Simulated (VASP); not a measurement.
# P (Fd-3m) in VASP: notebook

Runs on P. Level: PBE. Tasks: density of states.

Everything below comes from runs of VASP 6.6.1. Logs are shortened: lines on timing, memory, paths and dates and some standing lists are left out, and cuts for length are marked.

**1. The cell of the first run**

It takes space group Fd-3m (No. 227, cubic). The conventional cell has a = 4.044 Å, b = 4.044 Å, c = 4.044 Å, α = 90.00°, β = 90.00°, γ = 90.00°. Within 2.3 Å of P (site symmetry -43m) lie 4 P at 1.75 Å.

**2. Density of states, PBE (volume scaled by 0.4)**

The input, POSCAR:

```
P
1.0
    0.0000000000      2.0218808074      2.0218808074
    2.0218808074      0.0000000000      2.0218808074
    2.0218808074      2.0218808074      0.0000000000
P
2
Direct
   -0.1250000000     -0.1250000000     -0.1250000000
    0.1250000000      0.1250000000      0.1250000000
```

The input, INCAR.step1:

```
SYSTEM = P
  PREC = Accurate
  ENCUT = 520
  EDIFF = 1E-7
  ISMEAR = -1
  SIGMA = 0.1
  LREAL = .False.
  LASPH = .True.
  NELM = 80
  ALGO = Normal
  ISIF = 2
  LWAVE = .False.
  LCHARG = .True.
  GGA = PE
  NBANDS = 12
```

The input, KPOINTS.step1:

```
regular mesh
0
Gamma
  12 12 12
  0 0 0
```

The input, INCAR.step2:

```
SYSTEM = P
  PREC = Accurate
  ENCUT = 520
  EDIFF = 1E-7
  ISMEAR = -5
  SIGMA = 0.1
  LREAL = .False.
  LASPH = .True.
  NELM = 80
  ALGO = Normal
  ISIF = 2
  LWAVE = .False.
  LCHARG = .False.
  GGA = PE
  LORBIT = 11
  NBANDS = 12
  NEDOS = 1001
  ICHARG = 11
```

The input, KPOINTS.step2:

```
regular mesh
0
Gamma
  18 18 18
  0 0 0
```

Potentials or basis: VASP PAW PBE potentials, release 64 (P).

Started as:

```console
> cat potpaw_PBE.64/P/POTCAR > POTCAR
> cp INCAR.step1 INCAR
> cp KPOINTS.step1 KPOINTS
> mpirun -np 1 vasp_std > vasp.out
> cp INCAR.step2 INCAR
> cp KPOINTS.step2 KPOINTS
> mpirun -np 1 vasp_std > vasp.out
```

OUTCAR:

```text
SYSTEM = P
   PREC = Accurate
   ENCUT = 520
   EDIFF = 1E-7
   ISMEAR = -5
   LREAL = .False.
   LASPH = .True.
   NELM = 80
   ISIF = 2
   GGA = PE
   LORBIT = 11
   ICHARG = 11

 ion  position               nearest neighbor table
   1  0.875  0.875  0.875-   2 1.75   2 1.75   2 1.75   2 1.75
   2  0.125  0.125  0.125-   1 1.75   1 1.75   1 1.75   1 1.75

  LATTYP: Found a face centered cubic cell.
 ALAT       =     4.0437616148

  Lattice vectors:

 A1 = (   0.0000000000,   2.0218808074,   2.0218808074)
 A2 = (   2.0218808074,   0.0000000000,   2.0218808074)
 A3 = (   2.0218808074,   2.0218808074,   0.0000000000)

Analysis of symmetry for initial positions (statically):
=====================================================================
 Subroutine PRICEL returns:
 Original cell was already a primitive cell.

 Routine SETGRP: Setting up the symmetry group for a
 face centered cubic supercell.

 Subroutine GETGRP returns: Found 48 space group operations
 (whereof 12 operations were pure point group operations)
 out of a pool of 48 trial point group operations.

The static configuration has the point symmetry D_3d.
 The point group associated with its full space group is O_h .

Analysis of symmetry for dynamics (positions and initial velocities):
=====================================================================
 Subroutine PRICEL returns:
 Original cell was already a primitive cell.

 Routine SETGRP: Setting up the symmetry group for a
 face centered cubic supercell.

 Subroutine GETGRP returns: Found 48 space group operations
 (whereof 12 operations were pure point group operations)
 out of a pool of 48 trial point group operations.

The dynamic configuration has the point symmetry D_3d.
 The point group associated with its full space group is O_h .

 Subroutine INISYM returns: Found 48 space group operations
 (whereof 12 operations are pure point group operations),
 and found     1 'primitive' translations

----------------------------------------------------------------------------------------

                                     Primitive cell

  volume of cell :      16.5309

  direct lattice vectors                    reciprocal lattice vectors
     0.000000000  2.021880807  2.021880807    -0.247294498  0.247294498  0.247294498
     2.021880807  0.000000000  2.021880807     0.247294498 -0.247294498  0.247294498
     2.021880807  2.021880807  0.000000000     0.247294498  0.247294498 -0.247294498

  length of vectors
     2.859371259  2.859371259  2.859371259     0.428326636  0.428326636  0.428326636

  position of ions in fractional coordinates (direct lattice)
     0.875000000  0.875000000  0.875000000
     0.125000000  0.125000000  0.125000000

  ion indices of the primitive-cell ions
   primitive index   ion index
                 1           1
                 2           2

----------------------------------------------------------------------------------------

 KPOINTS: regular mesh

Automatic generation of k-mesh.
 Grid dimensions read from file:
 generate k-points for:   18   18   18

 Generating k-lattice:

  Cartesian coordinates                     Fractional coordinates (reciprocal lattice)
    -0.013738583  0.013738583  0.013738583     0.055555556  0.000000000  0.000000000
     0.013738583 -0.013738583  0.013738583     0.000000000  0.055555556  0.000000000
     0.013738583  0.013738583 -0.013738583     0.000000000  0.000000000  0.055555556

  Length of vectors
     0.023795924  0.023795924  0.023795924

  Shift w.r.t. Gamma in fractional coordinates (k-lattice)
     0.000000000  0.000000000  0.000000000

 TETIRR: Found    806 inequivalent tetrahedra from    34992

 Subroutine IBZKPT returns following result:
 ===========================================

 Found    195 irreducible k-points:

 Following reciprocal coordinates:
            Coordinates               Weight
  0.000000  0.000000  0.000000      1.000000
  0.055556  0.000000  0.000000      8.000000
  0.111111  0.000000  0.000000      8.000000
  0.166667  0.000000  0.000000      8.000000
  0.222222  0.000000  0.000000      8.000000
  0.277778  0.000000  0.000000      8.000000
[... 16 lines left out ...]
 -0.277778  0.055556  0.000000     24.000000
 -0.222222  0.055556  0.000000     24.000000
 [... further k-points ...]
   k-points           NKPTS =    195   k-points in BZ     NKDIM =    195   number of bands    NBANDS=     12
   number of dos      NEDOS =   1001   number of ions     NIONS =      2
   total plane-waves  NPLWV =  13824
   dimension x,y,z NGX =    24 NGY =   24 NGZ =   24
   dimension x,y,z NGXF=    48 NGYF=   48 NGZF=   48
   ions per type =               2
   NGX,Y,Z   is equivalent  to a cutoff of  13.95, 13.95, 13.95 a.u.
   NGXF,Y,Z  is equivalent  to a cutoff of  27.91, 27.91, 27.91 a.u.
 SYSTEM =  P
   PREC   = accura    normal or accurate (medium, high low for compatibility)
   ISTART =      0    job   : 0-new  1-cont  2-samecut
   ICHARG =     11    charge: 1-file 2-atom 10-const
   ISPIN  =      1    spin polarized calculation?
   LNONCOLLINEAR =      F non collinear calculations
   LSORBIT =      F    spin-orbit coupling
   LASPH  =      T    aspherical Exc in radial PAW
   ENCUT  =  520.0 eV  38.22 Ry    6.18 a.u.   5.32  5.32  5.32*2*pi/ulx,y,z
   NELM   =     80;   NELMIN=  2; NELMDL=  0     # of ELM steps
   EDIFF  = 0.1E-06   stopping-criterion for ELM
   LREAL  =      F    real-space projection
   EDIFFG = 0.1E-05   stopping-criterion for IOM
   NSW    =      0    number of steps for IOM
   IBRION =     -1    ionic relax: 0-MD 1-quasi-New 2-CG
   NFREE  =      0    steps in history (QN), initial steepest desc. (CG)
   ISIF   =      2    stress and relaxation
   ISYM   =      2    0-nonsym 1-usesym 2-fastsym
   POTIM  = 0.5000    time-step for ionic-motion
   TEBEG  =    0.0;   TEEND  =   0.0 temperature during run
   PSTRESS=    0.0 pullay stress
   NELECT =      10.0000    total number of electrons
   NUPDOWN=      -1.0000    fix difference up-down
   EMIN   =  10.00;   EMAX   =-10.00  energy-range for DOS
   EFERMI =   0.00;   METHOD = LEGACY
   ISMEAR =    -5;   SIGMA  =   0.10  broadening in eV -4-tet -1-fermi 0-gaus
   EFERMI_NEDOS =   21; number of points for ismear=-14 and -15
   IALGO  =     38    algorithm
   IMIX   =      4    mixing-type and parameters
     AMIX     =   0.40;   BMIX     =  1.00
     AMIX_MAG =   1.60;   BMIX_MAG =  1.00
  volume/ion in A,a.u.               =       8.27        55.78
  Fermi-wavevector in a.u.,A,eV,Ry     =   1.384552  2.616424 26.082155  1.916984
  Thomas-Fermi vector in A             =   2.509045
   LORBIT       =     11    0 simple, 1 ext, 2 COOP (PROOUT), +10 PAW based schemes
   GGA     = PE    functional components
   LHFCALC =     F    Hartree Fock is set to
   AEXX    =    0.0000 exact exchange contribution
   IVDW    =     0    specifies the selected vdW correction
   LEPSILON=     F    determine dielectric tensor
   LRPA    =     F    only Hartree local field effects (RPA)
 non-spin polarized calculation
 Fermi weights with tetrahedron method with Bloechl corrections
  energy-cutoff  :      520.00
  volume of cell :       16.53
 maximum number of plane-waves:       459
 NGX is ok and might be reduce to    24

 number of electron      10.0000002 magnetization

 Free energy of the ion-electron system (eV)
  ---------------------------------------------------
  ext. energy  EPLUGINS =         0.00000000
  ---------------------------------------------------
  free energy    TOTEN  =         1.21738132 eV

  energy without entropy =        1.21738132  energy(sigma->0) =        1.21738132

 E-fermi :  19.2351     XC(G=0): -13.7078

 val. band max:       19.3629390595   @ k =  -0.3889   0.0556   0.0000
 cond. band min:      19.1201390176   @ k =  -0.4444   0.3889   0.1667
 fundamental gap:     -0.2428000419
 Fermi energy:        19.2350634144

 k-point     1 :       0.0000    0.0000    0.0000
  band No.  band energies     occupation
      1      -4.7292      2.00000
      2      15.1429      2.00000
      3      15.1429      2.00000
      4      15.1429      2.00000
      5      18.9567      2.00000
      6      18.9567      2.30286
      7      18.9567      2.55176
      8      25.3767      0.00000
      9      25.3767      0.00000
     10      28.9790      0.00000
     11      30.0028      0.00000
     12      33.0541      0.00000

 k-point     2 :       0.0556    0.0000    0.0000
  band No.  band energies     occupation
      1      -4.6529      2.00000
      2      14.5235      2.00000
      3      15.0184      2.00000
      4      15.0184      2.00000
      5      19.1497      1.88722
      6      19.1497      0.71772
      7      19.2503      0.20570
      8      25.1610      0.00000
      9      25.1610      0.00000
     10      29.0686      0.00000
     11      30.2887      0.00000
     12      33.0166      0.00000

 k-point     3 :       0.1111    0.0000    0.0000
  band No.  band energies     occupation
      1      -4.4244      2.00000
      2      13.1273      2.00000
      3      14.7173      2.00000
      4      14.7173      2.00000
      5      19.6172     -0.11656
      6      19.6172     -0.00117
      7      19.7197      0.00000
      8      24.6961      0.00000
      9      24.6961      0.00000
     10      29.2152      0.00000
     11      31.0249      0.00000
     12      33.1719      0.00000
[... 286 lines left out ...]
 k-point    23 :      -0.2778    0.0556    0.0000
  band No.  band energies     occupation
      1      -2.5351      2.00000
      2       7.4460      2.00000
      3      12.8219      2.00000
      4      13.9620      2.00000
      5      19.8080     -0.09169
      6      20.2529      0.00000
      7      20.4364      0.00000
      8      24.8225      0.00000
      9      26.2253      0.00000
     10      28.7099      0.00000
     11      34.5213      0.00000
     12      38.8273      0.00000

 k-point    24 :      -0.2222    0.0556    0.0000
  band No.  band energies     occupation
      1      -3.2457      2.00000
      2       9.1531      2.00000
      3      13.0428      2.00000
      4      14.3006      2.00000
      5      19.9975      0.00000
      6      20.3944      0.00000
      7      20.6360      0.00000
      8      23.8582      0.00000
      9      25.2700      0.00000
     10      29.1794      0.00000
     11      33.3710      0.00000
     12      36.8273      0.00000

 [... further k-points ...]
[... 5 lines left out ...]
  --------------------------------------------------------------------------------------
  -------------------------------------------------------------------------------------
  Total       36.3919430     36.3919430     36.3919430     -0.0000000      0.0000000     -0.0000000
  in kB     3527.1114363   3527.1114363   3527.1114363     -0.0000000      0.0000000     -0.0000000
  external PRESSURE =    3527.1114363 kB  Pullay stress =       0.0000000 kB

 VOLUME and BASIS-vectors are now :
 -----------------------------------------------------------------------------
  energy-cutoff  :      520.00
  volume of cell :       16.53
      direct lattice vectors                 reciprocal lattice vectors
     0.000000000  2.021880807  2.021880807    -0.247294498  0.247294498  0.247294498
     2.021880807  0.000000000  2.021880807     0.247294498 -0.247294498  0.247294498
     2.021880807  2.021880807  0.000000000     0.247294498  0.247294498 -0.247294498

 POSITION                                       TOTAL-FORCE (eV/Angst)
 -----------------------------------------------------------------------------------
      3.53829      3.53829      3.53829        -0.000000      0.000000     -0.000000
      0.50547      0.50547      0.50547         0.000000     -0.000000      0.000000
 -----------------------------------------------------------------------------------
    total drift:                                0.000000      0.000000     -0.000000

  FREE ENERGIE OF THE ION-ELECTRON SYSTEM (eV)
  ---------------------------------------------------
  free  energy   TOTEN  =         1.2173813161 eV

  energy  without entropy=        1.2173813161  energy(sigma->0) =        1.21738132

 total charge

# of ion       s       p       d       tot
------------------------------------------
    1        1.116   2.110   0.000   3.226
    2        1.116   2.110   0.000   3.226
--------------------------------------------------
tot          2.233   4.220   0.000   6.453
```

Run time: 61 s. Hardware: 1 thread of AMD EPYC 7R43 (Zen 3), shared host; peak memory 0.11 GiB.

What came out:

- Valence electrons inside the program's atomic spheres: P 3.23

Caveat: the cell differs from its parent crystal (volume scaled by 0.4); tetrahedron occupations give inexact forces and stress in metals.

**3. Density of states, PBE**

This run uses another cell than the first one, of 20.66 Å³/atom, 2.500 times its volume.

The input, POSCAR:

```
P
1.0
    0.0000000000      2.7441144411      2.7441144411
    2.7441144411      0.0000000000      2.7441144411
    2.7441144411      2.7441144411      0.0000000000
P
2
Direct
   -0.1250000000     -0.1250000000     -0.1250000000
    0.1250000000      0.1250000000      0.1250000000
```

The input, INCAR.step1:

```
PREC = Accurate ; ENCUT = 520
EDIFF = 1E-6 ; ISMEAR = -1
SIGMA = 0.1 ; LREAL = F
LASPH = T ; NELM = 60
ALGO = Normal ; ISIF = 2
LWAVE = F ; LCHARG = T
GGA = PE ; NBANDS = 12
```

The input, KPOINTS.step1:

```
regular mesh
0
Gamma
  12 12 12
```

The input, INCAR.step2:

```
PREC = Accurate ; ENCUT = 520
EDIFF = 1E-6 ; ISMEAR = -5
SIGMA = 0.1 ; LREAL = F
LASPH = T ; NELM = 60
ALGO = Normal ; ISIF = 2
LWAVE = F ; LCHARG = F
GGA = PE ; LORBIT = 10
NEDOS = 2001 ; ICHARG = 11
```

The input, KPOINTS.step2:

```
regular mesh
0
Gamma
  18 18 18
```

Potentials or basis: VASP PAW PBE potentials, release 64 (P).

Started as:

```console
> cat potpaw_PBE.64/P/POTCAR > POTCAR
> cp INCAR.step1 INCAR
> cp KPOINTS.step1 KPOINTS
> mpirun -np 1 vasp_std > vasp.out
> cp INCAR.step2 INCAR
> cp KPOINTS.step2 KPOINTS
> mpirun -np 1 vasp_std > vasp.out
```

OUTCAR:

```text
PREC = Accurate
   ENCUT = 520
   EDIFF = 1E-6
   ISMEAR = -5
   LREAL = F
   LASPH = T
   NELM = 60
   ISIF = 2
   GGA = PE
   LORBIT = 10
   ICHARG = 11

 ion  position               nearest neighbor table
   1  0.875  0.875  0.875-   2 2.38   2 2.38   2 2.38   2 2.38
   2  0.125  0.125  0.125-   1 2.38   1 2.38   1 2.38   1 2.38

  LATTYP: Found a face centered cubic cell.
 ALAT       =     5.4882288822

  Lattice vectors:

 A1 = (   0.0000000000,   2.7441144411,   2.7441144411)
 A2 = (   2.7441144411,   0.0000000000,   2.7441144411)
 A3 = (   2.7441144411,   2.7441144411,   0.0000000000)

Analysis of symmetry for initial positions (statically):
=====================================================================
 Subroutine PRICEL returns:
 Original cell was already a primitive cell.

 Routine SETGRP: Setting up the symmetry group for a
 face centered cubic supercell.

 Subroutine GETGRP returns: Found 48 space group operations
 (whereof 12 operations were pure point group operations)
 out of a pool of 48 trial point group operations.

[... 172 lines left out ...]

 k-point     1 :       0.0000    0.0000    0.0000
  band No.  band energies     occupation
      1      -9.0731      2.00000
      2       2.4115      2.00000
      3       2.8580      2.00000
      4       2.8580      2.00000
      5       2.8580      2.00000
      6       5.9785      0.01926
      7       5.9785      0.00000
      8       5.9785      0.00000
      9      11.8815      0.00000
[... 265 lines left out ...]
 k-point    24 :      -0.2222    0.0556    0.0000
  band No.  band energies     occupation
      1      -8.4077      2.00000
      2      -1.4073      2.00000
      3       1.8787      2.00000
      4       2.3704      2.00000
      5       4.2082      2.00000
      6       6.7504      0.00000
      7       6.9742      0.00000
      8       8.2646      0.00000
      9      11.7677      0.00000

 [... further k-points ...]
[... 5 lines left out ...]
  --------------------------------------------------------------------------------------
  -------------------------------------------------------------------------------------
  Total       -0.0354242     -0.0354242     -0.0354242      0.0000000     -0.0000000      0.0000000
  in kB       -1.3733290     -1.3733290     -1.3733290      0.0000000     -0.0000000      0.0000000
  external PRESSURE =      -1.3733290 kB  Pullay stress =       0.0000000 kB

 VOLUME and BASIS-vectors are now :
 -----------------------------------------------------------------------------
  energy-cutoff  :      520.00
  volume of cell :       41.33
      direct lattice vectors                 reciprocal lattice vectors
     0.000000000  2.744114441  2.744114441    -0.182208144  0.182208144  0.182208144
     2.744114441  0.000000000  2.744114441     0.182208144 -0.182208144  0.182208144
     2.744114441  2.744114441  0.000000000     0.182208144  0.182208144 -0.182208144

 POSITION                                       TOTAL-FORCE (eV/Angst)
 -----------------------------------------------------------------------------------
      4.80220      4.80220      4.80220         0.000000      0.000000      0.000000
      0.68603      0.68603      0.68603        -0.000000     -0.000000     -0.000000
 -----------------------------------------------------------------------------------
    total drift:                               -0.000000      0.000000      0.000000

  FREE ENERGIE OF THE ION-ELECTRON SYSTEM (eV)
  ---------------------------------------------------
  free  energy   TOTEN  =        -9.6437395713 eV

  energy  without entropy=       -9.6437395713  energy(sigma->0) =       -9.64373957

 total charge

# of ion       s       p       d       tot
------------------------------------------
    1        1.139   1.251   0.000   2.389
    2        1.139   1.251   0.000   2.389
--------------------------------------------------
tot          2.277   2.501   0.000   4.779
```

OUTCAR.step1:

```text
PREC = Accurate
   ENCUT = 520
   EDIFF = 1E-6
   ISMEAR = -1
   LREAL = F
[... 584 lines left out ...]
      4.80220      4.80220      4.80220         0.000000      0.000000      0.000000
      0.68603      0.68603      0.68603        -0.000000     -0.000000     -0.000000
 -----------------------------------------------------------------------------------
    total drift:                               -0.000000      0.000000      0.000000

  FREE ENERGIE OF THE ION-ELECTRON SYSTEM (eV)
  ---------------------------------------------------
  free  energy   TOTEN  =        -9.6726610012 eV

  energy  without entropy=       -9.6467606822  energy(sigma->0) =       -9.65971084
```

Wall time 85 s (1 thread of AMD EPYC 7R43 (Zen 3), shared host); peak memory 0.16 GiB.

What came out:

```
Valence electrons inside the program's atomic spheres : P 2.39
```

Caveat: tetrahedron occupations give inexact forces and stress in metals.
